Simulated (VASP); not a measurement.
# SiO2 (P4_2/mnm) in VASP: a series of runs

Runs on SiO2. Level: PBE. Tasks: single point.

Program: VASP 6.6.1. These are calculated values, not measurements. Logs are shortened: lines on timing, memory, paths and dates and some standing lists are left out, and cuts for length are marked.

### Step 1. The cell of the first run

It takes space group P4_2/mnm (No. 136, tetragonal). The conventional cell has a = 3.957 Å, b = 3.957 Å, c = 2.589 Å, α = 90.00°, β = 90.00°, γ = 90.00°. Within 2.2 Å of Si (site symmetry mmm) lie 6 O at 1.69 to 1.72 Å. O (site symmetry m2m) has 3 Si at 1.69 to 1.72 Å and 1 O at 2.16 Å within 2.2 Å.

### Step 2. Single point, PBE (6.76 Å³/atom)

Contents of INCAR:

```
PREC = Accurate ; ENCUT = 520
EDIFF = 1E-6 ; ISMEAR = 0
SIGMA = 0.05 ; LREAL = False
LASPH = True ; NELM = 80
ALGO = Normal ; ISIF = 2
LWAVE = False ; LCHARG = False
GGA = PE ; NBANDS = 25
```

Contents of KPOINTS:

```
Automatic mesh
0
Gamma
  6 6 10
```

Contents of POSCAR:

```
SiO2
1.0
    3.9568898390      0.0000000000      0.0000000000
    0.0000000000      3.9568898390      0.0000000000
    0.0000000000      0.0000000000      2.5893887107
Si O
2 4
Direct
    0.5000000000      0.5000000000      0.5000000000
    0.0000000000      0.0000000000      0.0000000000
    0.6930127928      0.6930127928      0.0000000000
    0.1930127928      0.8069872072      0.5000000000
    0.3069872072      0.3069872072      0.0000000000
    0.8069872072      0.1930127928      0.5000000000
```

Potentials or basis: VASP PAW PBE potentials, release 64 (Si, O).

The run is started by

```
$ cat potpaw_PBE.64/Si/POTCAR potpaw_PBE.64/O/POTCAR > POTCAR
$ mpirun -np 1 vasp_std > vasp.out
```

OUTCAR:

```text
PREC = Accurate
   ENCUT = 520
   EDIFF = 1E-6
   ISMEAR = 0
   LREAL = False
   LASPH = True
   NELM = 80
   ISIF = 2
   GGA = PE

 ion  position               nearest neighbor table
   1  0.500  0.500  0.500-   3 1.69   5 1.69   3 1.69   5 1.69   4 1.72   6 1.72   2 3.08   2 3.08
                             2 3.08   2 3.08   2 3.08   2 3.08   2 3.08   2 3.08
   2  0.000  0.000  0.000-   4 1.69   6 1.69   4 1.69   6 1.69   5 1.72   3 1.72   1 3.08   1 3.08
                             1 3.08   1 3.08   1 3.08   1 3.08   1 3.08   1 3.08
   3  0.693  0.693  0.000-   1 1.69   1 1.69   2 1.72
   4  0.193  0.807  0.500-   2 1.69   2 1.69   1 1.72
   5  0.307  0.307  0.000-   1 1.69   1 1.69   2 1.72
   6  0.807  0.193  0.500-   2 1.69   2 1.69   1 1.72

  LATTYP: Found a simple tetragonal cell.
 ALAT       =     3.9568898390
 C/A-ratio  =     0.6544000000

  Lattice vectors:

 A1 = (   3.9568898390,   0.0000000000,   0.0000000000)
 A2 = (   0.0000000000,   3.9568898390,   0.0000000000)
 A3 = (   0.0000000000,   0.0000000000,   2.5893887107)

Analysis of symmetry for initial positions (statically):
=====================================================================
 Subroutine PRICEL returns:
 Original cell was already a primitive cell.

 Routine SETGRP: Setting up the symmetry group for a
 simple tetragonal supercell.

 Subroutine GETGRP returns: Found 16 space group operations
 (whereof  8 operations were pure point group operations)
 out of a pool of 16 trial point group operations.

The static configuration has the point symmetry D_2h.
 The point group associated with its full space group is D_4h.

Analysis of symmetry for dynamics (positions and initial velocities):
=====================================================================
 Subroutine PRICEL returns:
 Original cell was already a primitive cell.

 Routine SETGRP: Setting up the symmetry group for a
 simple tetragonal supercell.

 Subroutine GETGRP returns: Found 16 space group operations
 (whereof  8 operations were pure point group operations)
 out of a pool of 16 trial point group operations.

The dynamic configuration has the point symmetry D_2h.
 The point group associated with its full space group is D_4h.

 Subroutine INISYM returns: Found 16 space group operations
 (whereof  8 operations are pure point group operations),
 and found     1 'primitive' translations

----------------------------------------------------------------------------------------

                                     Primitive cell

  volume of cell :      40.5420

  direct lattice vectors                    reciprocal lattice vectors
     3.956889839  0.000000000  0.000000000     0.252723740  0.000000000  0.000000000
     0.000000000  3.956889839  0.000000000     0.000000000  0.252723740  0.000000000
     0.000000000  0.000000000  2.589388711     0.000000000  0.000000000  0.386191535

  length of vectors
     3.956889839  3.956889839  2.589388711     0.252723740  0.252723740  0.386191535

  position of ions in fractional coordinates (direct lattice)
     0.500000000  0.500000000  0.500000000
     0.000000000  0.000000000  0.000000000
     0.693012793  0.693012793  0.000000000
     0.193012793  0.806987207  0.500000000
     0.306987207  0.306987207  0.000000000
     0.806987207  0.193012793  0.500000000

  ion indices of the primitive-cell ions
   primitive index   ion index
                 1           1
                 2           2
                 3           3
                 4           4
                 5           5
                 6           6

----------------------------------------------------------------------------------------

 KPOINTS: Automatic mesh

Automatic generation of k-mesh.
 Grid dimensions read from file:
 generate k-points for:    6    6   10

 Generating k-lattice:

  Cartesian coordinates                     Fractional coordinates (reciprocal lattice)
     0.042120623  0.000000000  0.000000000     0.166666667  0.000000000  0.000000000
     0.000000000  0.042120623  0.000000000     0.000000000  0.166666667  0.000000000
     0.000000000  0.000000000  0.038619153     0.000000000  0.000000000  0.100000000

  Length of vectors
     0.042120623  0.042120623  0.038619153

  Shift w.r.t. Gamma in fractional coordinates (k-lattice)
     0.000000000  0.000000000  0.000000000

 Subroutine IBZKPT returns following result:
 ===========================================

 Found     60 irreducible k-points:

 Following reciprocal coordinates:
            Coordinates               Weight
  0.000000  0.000000  0.000000      1.000000
  0.166667  0.000000  0.000000      4.000000
  0.333333  0.000000  0.000000      4.000000
  0.500000  0.000000  0.000000      2.000000
  0.166667  0.166667  0.000000      4.000000
  0.333333  0.166667  0.000000      8.000000
[... 16 lines left out ...]
  0.333333  0.000000  0.200000      8.000000
  0.500000  0.000000  0.200000      4.000000
 [... further k-points ...]
   k-points           NKPTS =     60   k-points in BZ     NKDIM =     60   number of bands    NBANDS=     25
   number of dos      NEDOS =    301   number of ions     NIONS =      6
   total plane-waves  NPLWV =  18000
   dimension x,y,z NGX =    30 NGY =   30 NGZ =   20
   dimension x,y,z NGXF=    60 NGYF=   60 NGZF=   40
   ions per type =               2   4
   NGX,Y,Z   is equivalent  to a cutoff of  12.60, 12.60, 12.84 a.u.
   NGXF,Y,Z  is equivalent  to a cutoff of  25.21, 25.21, 25.68 a.u.
 SYSTEM =  unknown system
   PREC   = accura    normal or accurate (medium, high low for compatibility)
   ISTART =      0    job   : 0-new  1-cont  2-samecut
   ICHARG =      2    charge: 1-file 2-atom 10-const
   ISPIN  =      1    spin polarized calculation?
   LNONCOLLINEAR =      F non collinear calculations
   LSORBIT =      F    spin-orbit coupling
   LASPH  =      T    aspherical Exc in radial PAW
   ENCUT  =  520.0 eV  38.22 Ry    6.18 a.u.   7.36  7.36  4.81*2*pi/ulx,y,z
   NELM   =     80;   NELMIN=  2; NELMDL= -5     # of ELM steps
   EDIFF  = 0.1E-05   stopping-criterion for ELM
   LREAL  =      F    real-space projection
   EDIFFG = 0.1E-04   stopping-criterion for IOM
   NSW    =      0    number of steps for IOM
   IBRION =     -1    ionic relax: 0-MD 1-quasi-New 2-CG
   NFREE  =      0    steps in history (QN), initial steepest desc. (CG)
   ISIF   =      2    stress and relaxation
   ISYM   =      2    0-nonsym 1-usesym 2-fastsym
   POTIM  = 0.5000    time-step for ionic-motion
   TEBEG  =    0.0;   TEEND  =   0.0 temperature during run
   PSTRESS=    0.0 pullay stress
   NELECT =      32.0000    total number of electrons
   NUPDOWN=      -1.0000    fix difference up-down
   EMIN   =  10.00;   EMAX   =-10.00  energy-range for DOS
   EFERMI =   0.00;   METHOD = LEGACY
   ISMEAR =     0;   SIGMA  =   0.05  broadening in eV -4-tet -1-fermi 0-gaus
   EFERMI_NEDOS =   21; number of points for ismear=-14 and -15
   IALGO  =     38    algorithm
   IMIX   =      4    mixing-type and parameters
     AMIX     =   0.40;   BMIX     =  1.00
     AMIX_MAG =   1.60;   BMIX_MAG =  1.00
  volume/ion in A,a.u.               =       6.76        45.60
  Fermi-wavevector in a.u.,A,eV,Ry     =   1.512945  2.859051 31.143765  2.289002
  Thomas-Fermi vector in A             =   2.622802
   LORBIT       =      0    0 simple, 1 ext, 2 COOP (PROOUT), +10 PAW based schemes
   GGA     = PE    functional components
   LHFCALC =     F    Hartree Fock is set to
   AEXX    =    0.0000 exact exchange contribution
   IVDW    =     0    specifies the selected vdW correction
   LEPSILON=     F    determine dielectric tensor
   LRPA    =     F    only Hartree local field effects (RPA)
 non-spin polarized calculation
 Gauss-broadening in eV      SIGMA  =   0.05
  energy-cutoff  :      520.00
  volume of cell :       40.54
 maximum number of plane-waves:      1116
 NGX is ok and might be reduce to    30
   NGX = 15   NGY = 15   NGZ =  9

 number of electron      32.0000027 magnetization

 Free energy of the ion-electron system (eV)
  ---------------------------------------------------
  ext. energy  EPLUGINS =         0.00000000
  ---------------------------------------------------
  free energy    TOTEN  =       -44.76890382 eV

  energy without entropy =      -44.76890382  energy(sigma->0) =      -44.76890382

 E-fermi :  10.4855     XC(G=0): -13.0153

 val. band max:       10.2888371031   @ k =   0.0000   0.0000   0.0000
 cond. band min:      17.0438950876   @ k =   0.0000   0.0000   0.0000
 fundamental gap:      6.7550579845
 Fermi energy:        10.4855453372

 k-point     1 :       0.0000    0.0000    0.0000
  band No.  band energies     occupation
      1     -13.8268      2.00000
      2      -9.3425      2.00000
      3      -9.3425      2.00000
      4      -9.0964      2.00000
      5      -1.3757      2.00000
      6       2.8173      2.00000
[... 17 lines left out ...]
     24      26.8557      0.00000
     25      27.5618      0.00000

 k-point     2 :       0.1667    0.0000    0.0000
  band No.  band energies     occupation
      1     -13.6539      2.00000
      2     -10.2079      2.00000
      3      -9.2506      2.00000
      4      -8.6080      2.00000
      5      -1.2129      2.00000
      6       2.3412      2.00000
[... 17 lines left out ...]
     24      25.9417      0.00000
     25      27.4729      0.00000

 k-point     3 :       0.3333    0.0000    0.0000
  band No.  band energies     occupation
      1     -13.1457      2.00000
      2     -11.3148      2.00000
      3      -9.0022      2.00000
      4      -8.4832      2.00000
      5      -0.7421      2.00000
      6       1.1038      2.00000
[... 17 lines left out ...]
     24      26.0268      0.00000
     25      26.3149      0.00000

 k-point     4 :       0.5000    0.0000    0.0000
  band No.  band energies     occupation
      1     -12.3403      2.00000
      2     -12.3403      2.00000
      3      -8.6894      2.00000
      4      -8.6894      2.00000
      5       0.0376      2.00000
      6       0.0376      2.00000
[... 17 lines left out ...]
     24      24.9544      0.00000
     25      26.5635      0.00000

 k-point     5 :       0.1667    0.1667    0.0000
  band No.  band energies     occupation
      1     -13.4847      2.00000
      2     -10.4337      2.00000
      3      -9.4931      2.00000
      4      -8.4712      2.00000
      5      -0.9970      2.00000
      6       2.2822      2.00000
[... 17 lines left out ...]
     24      25.5704      0.00000
     25      27.1713      0.00000

 k-point     6 :       0.3333    0.1667    0.0000
  band No.  band energies     occupation
      1     -12.9898      2.00000
      2     -11.2675      2.00000
      3      -9.3572      2.00000
      4      -8.5890      2.00000
      5      -0.4185      2.00000
      6       1.4231      2.00000
[... 17 lines left out ...]
     24      25.6959      0.00000
     25      26.7166      0.00000
[... 393 lines left out ...]
 k-point    21 :       0.0000    0.0000    0.2000
  band No.  band energies     occupation
      1     -13.2394      2.00000
      2      -9.1148      2.00000
      3      -9.0505      2.00000
      4      -9.0505      2.00000
      5      -1.2505      2.00000
      6       2.8534      2.00000
[... 17 lines left out ...]
     24      26.3442      0.00000
     25      26.4555      0.00000

 k-point    22 :       0.1667    0.0000    0.2000
  band No.  band energies     occupation
      1     -13.0741      2.00000
      2      -9.9039      2.00000
      3      -8.9805      2.00000
      4      -8.5985      2.00000
      5      -0.9731      2.00000
      6       2.3385      2.00000
[... 17 lines left out ...]
     24      25.5045      0.00000
     25      25.7235      0.00000

 k-point    23 :       0.3333    0.0000    0.2000
  band No.  band energies     occupation
      1     -12.5914      2.00000
      2     -10.8892      2.00000
      3      -8.7974      2.00000
      4      -8.4691      2.00000
      5      -0.3094      2.00000
      6       1.4133      2.00000
[... 17 lines left out ...]
     24      24.1126      0.00000
     25      25.4265      0.00000

 k-point    24 :       0.5000    0.0000    0.2000
  band No.  band energies     occupation
      1     -11.8344      2.00000
      2     -11.8344      2.00000
      3      -8.5843      2.00000
      4      -8.5843      2.00000
      5       0.4915      2.00000
      6       0.4915      2.00000
[... 17 lines left out ...]
     24      23.4761      0.00000
     25      25.5586      0.00000

 [... further k-points ...]

------------------------ aborting loop because EDIFF is reached ----------------------------------------

  FORCE on cell =-STRESS in cart. coord.  units (eV):
  Direction    XX          YY          ZZ          XY          YZ          ZX
  --------------------------------------------------------------------------------------
  -------------------------------------------------------------------------------------
  Total       18.6887736     18.6887736     18.3948983      0.0000000      0.0000000      0.0000000
  in kB      738.5607368    738.5607368    726.9470935      0.0000000      0.0000000      0.0000000
  external PRESSURE =     734.6895224 kB  Pullay stress =       0.0000000 kB

 VOLUME and BASIS-vectors are now :
 -----------------------------------------------------------------------------
  energy-cutoff  :      520.00
  volume of cell :       40.54
      direct lattice vectors                 reciprocal lattice vectors
     3.956889839  0.000000000  0.000000000     0.252723740  0.000000000  0.000000000
     0.000000000  3.956889839  0.000000000     0.000000000  0.252723740  0.000000000
     0.000000000  0.000000000  2.589388711     0.000000000  0.000000000  0.386191535

 POSITION                                       TOTAL-FORCE (eV/Angst)
 -----------------------------------------------------------------------------------
      1.97844      1.97844      1.29469         0.000000      0.000000      0.000000
      0.00000      0.00000      0.00000         0.000000      0.000000      0.000000
      2.74218      2.74218      0.00000         1.052315      1.052315     -0.000000
      0.76373      3.19316      1.29469         1.052315     -1.052315      0.000000
      1.21471      1.21471      0.00000        -1.052315     -1.052315      0.000000
      3.19316      0.76373      1.29469        -1.052315      1.052315     -0.000000
 -----------------------------------------------------------------------------------
    total drift:                               -0.000000      0.000000     -0.000000

  FREE ENERGIE OF THE ION-ELECTRON SYSTEM (eV)
  ---------------------------------------------------
  free  energy   TOTEN  =       -44.7689038195 eV

  energy  without entropy=      -44.7689038195  energy(sigma->0) =      -44.76890382
```

Wall time 36 s (1 thread of Intel Xeon Platinum 8488C (Sapphire Rapids), shared host); peak memory 0.17 GiB.

Results:

| Quantity | Value |
| --- | --- |
| Free energy | -44.7689 eV |
| Pressure | 73.5 GPa |
| Largest force | 1.488 eV/Å |
| Band gap on the k mesh | 6.76 eV |

Forces in eV/Å, atoms in the order of the input:
```
Si   0.000  0.000  0.000
Si   0.000  0.000  0.000
O    1.052  1.052  0.000
O    1.052 -1.052  0.000
O   -1.052 -1.052  0.000
O   -1.052  1.052  0.000
```

Stress tensor (GPa, compression positive):
```
73.86  0.00  0.00
 0.00 73.86  0.00
 0.00  0.00 72.69
```

Caveat: the cell stands under pressure; forces of over 1 eV/Å act on the atoms, so gaps and moduli don't describe the material at rest.

### Step 3. Single point, PBE (7.08 Å³/atom)

This run uses another cell than the first one, of 7.08 Å³/atom.

Contents of INCAR:

```
SYSTEM = SiO2
PREC = Accurate ; ENCUT = 520
EDIFF = 1E-7 ; ISMEAR = 0
SIGMA = 0.05 ; LREAL = .False.
LASPH = .True. ; NELM = 60
ALGO = Normal ; ISIF = 2
LWAVE = .False. ; LCHARG = .False.
GGA = PE ; NBANDS = 25
```

Contents of KPOINTS:

```
Automatic mesh
0
Gamma
  6 6 10
  0 0 0
```

POSCAR: that of step 2 with these lines changed.

```diff
@@ -2,5 +2,5 @@
 1.0
-    3.9568898390      0.0000000000      0.0000000000
-    0.0000000000      3.9568898390      0.0000000000
-    0.0000000000      0.0000000000      2.5893887107
+    4.1416045840      0.0000000000      0.0000000000
+    0.0000000000      4.1416045840      0.0000000000
+    0.0000000000      0.0000000000      2.4758512203
 Si O
```

Potentials or basis: VASP PAW PBE potentials, release 64 (Si, O).

The run is started by

```
$ cat potpaw_PBE.64/Si/POTCAR potpaw_PBE.64/O/POTCAR > POTCAR
$ mpirun -np 1 vasp_std > vasp.out
```

Run time: 27 s. Hardware: 1 thread of Intel Xeon Platinum 8488C (Sapphire Rapids), shared host; peak memory 0.17 GiB.

The run converged. Its results:

```yaml
Free_energy: -45.1424 eV
Pressure: 55.5 GPa
Largest_force: 0.969 eV/Å
Band_gap_on_the_k_mesh: 7.58 eV
```

Forces in eV/Å, atoms in the order of the input:
```
Si   0.000  0.000  0.000
Si   0.000  0.000  0.000
O    0.685  0.685  0.000
O    0.685 -0.685  0.000
O   -0.685 -0.685  0.000
O   -0.685  0.685  0.000
```

Stress tensor (GPa, compression positive):
```
38.22  0.00  0.00
 0.00 38.22  0.00
 0.00  0.00 89.91
```

Levels at points of the mesh, in eV from the valence-band top:
```csv
k point,band 14,band 15,band 16,band 17,band 18,band 19
"(0.00, 0.00, 0.00)",-0.96,-0.96,0.00,7.58,8.22,10.38
"(0.50, 0.00, 0.00)",-2.49,-1.23,-1.23,9.73,9.73,10.60
"(0.50, 0.50, 0.00)",-2.77,-2.62,-2.62,9.21,9.21,11.64
"(0.00, 0.00, 0.50)",-3.21,-2.99,-2.99,10.31,10.31,13.24
"(0.50, 0.00, 0.50)",-2.58,-1.93,-1.93,9.67,9.67,10.38
"(0.50, 0.50, 0.50)",-2.07,-1.71,-1.71,8.25,8.25,11.53
```

Caveat: the cell stands under pressure. A k mesh can miss the band edges.

(Part 1 of 2 ends here.)
